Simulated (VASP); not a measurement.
A run of VASP 6.6.1 is set up as follows.

INCAR

```
PREC = Accurate
ENCUT = 520
EDIFF = 1E-6
ISMEAR = 0
SIGMA = 0.1
LREAL = False
LASPH = True
NELM = 100
ALGO = Normal
ISIF = 2
LWAVE = False
LCHARG = False
GGA = PE
NBANDS = 30
```

Contents of KPOINTS:

```
Automatic mesh
0
Gamma
  4 4 4
```

Contents of POSCAR:

```
AlW3
1.0
    4.5855805109      0.0000000000      0.0000000000
    0.0000000000      4.5855805109      0.0000000000
    0.0000000000      0.0000000000      4.5855805109
Al W
1 3
Direct
    0.0000000000      0.0000000000      0.0000000000
    0.5000000000      0.0000000000      0.0000000000
    0.0000000000      0.5000000000      0.0000000000
    0.0000000000      0.0000000000      0.5000000000
```

Potentials or basis: VASP PAW PBE potentials, release 64 (Al, W_sv).

Run with:

```console
$ cat potpaw_PBE.64/Al/POTCAR potpaw_PBE.64/W_sv/POTCAR > POTCAR
$ mpirun -np 1 vasp_std > vasp.out
```

Q: Predict the band gap on the k mesh.

A: Zero (an odd number of electrons rules out a gap without spin polarisation).

Q: What does it give for the pressure?

A: 0.3 GPa.

Caveat: spin-orbit coupling is left out, which moves the levels of the heavy elements.
